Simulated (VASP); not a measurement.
Input of a VASP 6.6.1 run:

File INCAR:

```
SYSTEM = GaP
PREC = Accurate
ENCUT = 520
EDIFF = 1E-8
ISMEAR = 0
SIGMA = 0.01
LREAL = .False.
LASPH = .True.
NELM = 60
ALGO = Normal
ISIF = 2
LWAVE = .False.
LCHARG = .False.
METAGGA = R2SCAN
LMIXTAU = .True.
LCALCEPS = .True.
```

File KPOINTS:

```
regular mesh
0
Gamma
  6 6 6
  0 0 0
```

File POSCAR:

```
GaP
1.0
    0.0000000000      2.6436373088      2.6436373088
    2.6436373088      0.0000000000      2.6436373088
    2.6436373088      2.6436373088      0.0000000000
Ga P
1 1
Direct
    0.0000000000      0.0000000000      0.0000000000
    0.2500000000      0.2500000000      0.2500000000
```

Potentials or basis: VASP PAW PBE potentials, release 64 (Ga_d, P).

Command:

```console
$ cat potpaw_PBE.64/Ga_d/POTCAR potpaw_PBE.64/P/POTCAR > POTCAR
$ mpirun -np 1 vasp_std > vasp.out
```

**Question.** Estimate the electronic dielectric tensor (diagonal).

**Answer.** 8.72.

**Question.** Estimate the Born charges (mean of the diagonal).

**Answer.** Ga +2.03; P -2.03 e.

**Question.** What does it give for the band gap on the k mesh?

**Answer.** 1.70 eV (least direct gap 3.16 eV).

Electronic dielectric tensor:
```
8.72 0.00 0.00
0.00 8.72 0.00
0.00 0.00 8.72
```

Caveat: the cell differs from its parent crystal (strain -3.0%). A k mesh can miss the band edges.
